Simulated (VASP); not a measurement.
Here is a VASP 6.6.1 calculation.

File POSCAR:

```
Ge
1.0
    0.0000000000      2.8843929095      2.8843929095
    2.8843929095      0.0000000000      2.8843929095
    2.8843929095      2.8843929095      0.0000000000
Ge
2
Direct
    0.7500000000      0.7500000000      0.7500000000
    0.5000000000      0.5000000000      0.5000000000
```

Contents of INCAR.step1:

```
SYSTEM = Ge
PREC     = Accurate       ! precision mode
ENCUT    = 520            ! plane-wave cutoff, eV
EDIFF    = 1E-5           ! SCF threshold, eV
ISMEAR   = -1             ! smearing method
SIGMA    = 0.05           ! smearing width, eV
LREAL    = .FALSE.        ! projectors in reciprocal space
LASPH    = .TRUE.         ! aspherical terms in the spheres
NELM     = 100            ! most SCF steps
ALGO     = Normal         ! electronic algorithm
ISIF     = 2              ! what is computed and relaxed
LWAVE    = .TRUE.         ! write WAVECAR
LCHARG   = .FALSE.        ! write CHGCAR
NBANDS   = 21             ! bands
GGA      = PE             ! functional
```

File INCAR.step2:

```
SYSTEM = Ge
PREC     = Accurate       ! precision mode
ENCUT    = 520            ! plane-wave cutoff, eV
EDIFF    = 1E-7           ! SCF threshold, eV
ISMEAR   = -1             ! smearing method
SIGMA    = 0.05           ! smearing width, eV
LREAL    = .FALSE.        ! projectors in reciprocal space
LASPH    = .TRUE.         ! aspherical terms in the spheres
NELM     = 100            ! most SCF steps
ALGO     = Normal         ! electronic algorithm
ISIF     = 2              ! what is computed and relaxed
LWAVE    = .FALSE.        ! write WAVECAR
LCHARG   = .FALSE.        ! write CHGCAR
GGA      = PS             ! functional
LHFCALC  = .TRUE.         ! exact exchange
AEXX     = 0.25           ! exact-exchange fraction
HFSCREEN = 0.207          ! screening, 1/A
PRECFOCK = Normal       
NBANDS   = 21             ! bands
ISTART   = 1
```

The input KPOINTS:

```
regular mesh
0
G
  4 4 4
  0 0 0
```

Potentials or basis: VASP PAW PBE potentials, release 64 (Ge_d).

The run is started by

```bash
$ cat potpaw_PBE.64/Ge_d/POTCAR > POTCAR
$ cp INCAR.step1 INCAR
$ mpirun -np 1 vasp_std > vasp.out
$ cp INCAR.step2 INCAR
$ mpirun -np 1 vasp_std > vasp.out
```

Problem. Predict the pressure.

Solution. -4.6 GPa.

Problem. Predict the band gap on the k mesh.

Solution. 0.27 eV.

Caveat: the k points lie up to 0.47 Å⁻¹ apart; the PAW data sets were made with another functional, which shifts forces and pressure a little. A k mesh can miss the band edges.
